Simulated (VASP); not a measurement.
## BAs: single point with PBE

Crystal: BAs.

```
B As
1.0
     2.93439    0.00000    0.00000
     0.00000    2.93439    0.00000
     0.00000    0.00000    2.93439
B As
1 1
Direct
  0.00000 0.00000 0.00000
  0.50000 0.50000 0.50000
```

- Program: VASP 6.6.1
- Task: single point
- Functional: PBE
- Potentials or basis: VASP PAW PBE potentials, release 64 (B, As)
- Cutoff: 520 eV
- k mesh: 18 × 18 × 18
- Occupations: gaussian, width 0.1 eV
- Spin: no spin polarisation
- Dipole correction: no
- Further INCAR settings: ALGO = Normal; EDIFF = 1e-06; NBANDS = 11

- Pressure: 0.2 GPa
- Band gap on the k mesh: zero (band 4 reaches 9.99 eV, above the bottom of band 5 at 4.37 eV)

Levels at points of the mesh, in eV from the Fermi level:
```
           k point  band 1  band 2  band 3  band 4  band 5  band 6  band 7  band 8
(0.00, 0.00, 0.00)  -15.85   -0.95   -0.95   -0.95   -0.36    5.55    5.55    9.21
(0.50, 0.00, 0.00)  -12.90  -10.14    2.72    2.72    3.15    3.15    3.29    4.44
(0.50, 0.50, 0.00)   -9.94   -6.90   -6.90   -5.58    4.00    5.03    7.06    7.06
(0.50, 0.50, 0.50)   -7.41   -3.16   -3.16   -3.16   -2.68   -2.08   -2.08   -2.08
```

It took 25 s on 1 thread of AMD EPYC 9R45 96-Core Processor (Zen 5), on a shared host, peak memory 0.16 GiB.
